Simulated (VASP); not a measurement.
Runs of VASP 6.6.1 on CO2. The structure is that of space group P2_1/c (No. 14), or close to it. The cells are those of the table. 

| cell | gap on the mesh (eV) | pressure (GPa) | largest force (eV/Å) |
| --- | --- | --- | --- |
| a = 6.126, b = 6.058, c = 6.185 Å, angles 90.0, 107.0, 90.0°, 12 atoms | 6.06 | 8.5 | 17.86 |
| a = 6.062, b = 6.058, c = 5.820 Å, angles 90.0, 94.4, 90.0°, 12 atoms | (c) | 5.9 | 6.13 |
| a = 6.096, b = 6.058, c = 5.855 Å, angles 90.0, 103.1, 90.0°, 12 atoms | 6.46 | 10.4 | 15.87 |
| a = 6.096, b = 6.058, c = 5.915 Å, angles 90.0, 103.0, 90.0°, 12 atoms | (a) | 9.2 | 15.14 |
| a = 6.062, b = 6.058, c = 6.001 Å, angles 90.0, 94.3, 90.0°, 12 atoms | 6.61 | (b) | 4.57 |

Alike in all rows: task single point; level PBE; potentials or basis VASP PAW PBE potentials, release 64 (C, O); no spin polarisation; k mesh 4 × 4 × 4; cutoff (eV) 520; smearing gaussian 0.05 eV.

Question: Fill in the values left out.

Answer: (a) 6.42; (b) 2.7; (c) 6.69.

Caveats: this functional lacks dispersion, which holds the molecules together, so the pressure and a relaxed volume are unreliable; forces of over 1 eV/Å act on the atoms, so gaps and moduli don't describe the material at rest; the stress differs along the axes, from 6 to 14 GPa (at least some runs); the cell stands under pressure (at least some runs); the stress differs along the axes, from 8 to 14 GPa (at least some runs); the stress differs along the axes, from 7 to 13 GPa (at least some runs).

A k mesh can miss the band edges.
